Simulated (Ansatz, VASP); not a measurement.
**One calculation of Hf, two programs**

```
Hf
1.0
     3.19670    0.03197    0.03197
    -1.57067    2.75244    0.01170
     0.05058    0.05058    5.05780
Hf
2
Direct
  0.33333 0.66667 0.25000
  0.66667 0.33333 0.75000
```

Change from the starting cell: equal xy, yz and zx shear strains of +2 %.

Alike in both runs: task single point; functional PBEsol; k mesh 13 × 13 × 7; occupations fermi-dirac, width 0.05 eV; no spin polarisation.

|  | VASP | Ansatz |
| --- | --- | --- |
| version | VASP 6.6.1 | Ansatz 0.2.0 |
| potentials or method | VASP PAW PBE potentials, release 64 (Hf_pv), cutoff 520 eV | all-electron LAPW, scalar-relativistic |

VASP gave:

```
pressure (GPa)                                                : -4.1
traceless stress, the component that is largest in VASP (GPa) : -1.28
rms of the force components (eV/Å)                            : 0.026
```

Q: What did Ansatz give for the same quantities?

A: Pressure (GPa): -3.7; traceless stress, the component that is largest in VASP (GPa): -1.28; rms of the force components (eV/Å): 0.027.

VASP's potentials were made for PBE, not for PBEsol. Atom by atom the forces differ by 0.000 eV/Å (rms over components). Ansatz ran all-electron here, and VASP with PAW potentials.

Spin-orbit coupling is off throughout.
